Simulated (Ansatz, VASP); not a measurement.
**ZrB2: VASP beside Ansatz**

```
Zr B
1.0
    -2.08308    2.08308    3.76533
     2.08308   -2.08308    3.76533
     2.08308    2.08308   -3.76533
Zr B
2 4
Direct
  0.19135 0.19135 0.00000
  0.80865 0.80865 0.00000
  0.50000 0.20096 0.70096
  0.50000 0.79904 0.29904
  0.79904 0.50000 0.29904
  0.20096 0.50000 0.70096
```

Alike in both runs: task relaxation of cell and atoms; functional PBE; k mesh 12 × 12 × 12; occupations gaussian, width 0.1 eV; no spin polarisation.

|  | VASP | Ansatz |
| --- | --- | --- |
| version | VASP 6.6.1 | Ansatz 0.2.0 |
| potentials or method | VASP PAW PBE potentials, release 64 (Zr_sv, B), cutoff 600 eV | scalar-relativistic, plane waves, PAW |
| valence electrons in the cell | 36 | 36 |

Ansatz gave:

- gap on the k mesh at the Fermi level, each at its own relaxed structure (eV): none
- relaxed volume (Å³/atom): 10.89
- relaxed cell length with the largest relative difference (Å): 4.783

Question: Which values does VASP return?

Answer: gap on the k mesh at the Fermi level, each at its own relaxed structure (eV): none; relaxed volume (Å³/atom): 10.90; relaxed cell length with the largest relative difference (Å): 4.784.

A gap of «none» marks a metal or a gap that the smearing closes.
